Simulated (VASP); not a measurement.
Here is a VASP 6.6.1 calculation.

INCAR

```
SYSTEM = Mg
  PREC = Accurate
  ENCUT = 520
  EDIFF = 1E-6
  ISMEAR = 0
  SIGMA = 0.15
  LREAL = .False.
  LASPH = .True.
  NELM = 100
  ALGO = Normal
  ISIF = 2
  LWAVE = .False.
  LCHARG = .False.
  GGA = CA
  NBANDS = 9
```

The input KPOINTS:

```
Automatic mesh
0
Gamma
  18 18 10
  0 0 0
```

POSCAR

```
Mg
1.0
    2.9685761676      0.0000000000      0.0000000000
   -1.4842880838      2.7793106748      0.0000000000
    0.0000000000      0.0000000000      5.2103300000
Mg
2
Direct
    0.3333333333      0.6666666667      0.2500000000
    0.6666666667      0.3333333333      0.7500000000
```

Potentials or basis: VASP PAW LDA potentials, release 64 (Mg).

Command:

```sh
$ cat potpaw_LDA.64/Mg/POTCAR > POTCAR
$ mpirun -np 1 vasp_std > vasp.out
```

(1) Predict the largest force.

(2) What does it give for the pressure?

(3) Estimate the band gap on the k mesh.

Results:

(1) 0.053 eV/Å.

(2) 0.2 GPa.

(3) zero (band 2 reaches 3.95 eV, above the bottom of band 3 at 1.18 eV).

Caveat: the cell differs from its parent crystal (strain -0.0750 x Voigt [1, 0, 0, 0, 0, 0]).
